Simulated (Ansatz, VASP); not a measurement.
## One calculation of AgCl, two programs

Contents of INCAR:

```
SYSTEM = AgCl
  PREC = Accurate
  ENCUT = 520
  EDIFF = 1E-8
  ISMEAR = -1
  SIGMA = 0.02
  LREAL = .False.
  LASPH = .True.
  NELM = 80
  ALGO = Normal
  ISIF = 2
  LWAVE = .False.
  LCHARG = .False.
  GGA = CA
  LEFG = .True.
  NBANDS = 16
```

Contents of KPOINTS:

```
regular mesh
0
Gamma
  8 8 8
  0 0 0
```

POSCAR

```
AgCl
1.0
    0.0554630000      2.8008815000      2.8008815000
    2.8008815000      0.0554630000      2.8008815000
    2.8008815000      2.8008815000      0.0554630000
Ag Cl
1 1
Direct
    0.5000000000      0.5000000000      0.5000000000
    0.0000000000      0.0000000000      0.0000000000
```

Input for Ansatz:

```yaml
crystal:
  lattice:
    - [0.055463, 2.8008815, 2.8008815]
    - [2.8008815, 0.055463, 2.8008815]
    - [2.8008815, 2.8008815, 0.055463]
  atoms:
    - { symbol: Ag, position: [0.5, 0.5, 0.5] }
    - { symbol: Cl, position: [0.0, 0.0, 0.0] }
kpoints:
  mp_grid: { grid: [8, 8, 8] }
scf:
  occupations: { method: fermi_dirac, width: 0.02 }
hamiltonian:
  xc: lda
  pseudopotentials: { kind: paw }
output:
  forces: true
  stress: true
  eigenvalues: true
  efg: { contact_densities: true }
  write_density: true
  write_potential: true
  elf: true
  volumetric_format: npy
```

Change from the starting cell: equal xy, yz and zx shear strains of +2 %, PAW files.

Alike in both runs: task electric field gradients; functional LDA; k mesh 8 × 8 × 8; occupations fermi-dirac, width 0.02 eV; no spin polarisation.

|  | VASP | Ansatz |
| --- | --- | --- |
| version | VASP 6.6.1 | Ansatz 0.2.0 |
| potentials or method | VASP PAW LDA potentials, release 64 (Ag, Cl) | PAW with Ansatz's default frozen-core files, scalar-relativistic |
| plane-wave cutoff (eV) | 520 | 420 |
| valence electrons in the cell | 18 | 26 |

Ansatz gave:

* pressure (GPa): -5.6
* traceless stress, the component that is largest in VASP (GPa): -0.17
* size of Vzz on the site where it differs most (V/Å²): 4.3

Q: Estimate VASP's values.

A: Pressure (GPa): -5.6; traceless stress, the component that is largest in VASP (GPa): -0.17; size of Vzz on the site where it differs most (V/Å²): 4.4.

LDA's correlation is that of Perdew and Zunger in VASP and of Perdew and Wang (1992) in Ansatz. VASP's potentials hold 18 valence electrons a cell and Ansatz's 26, so a difference there can come from the potentials and not from the codes.
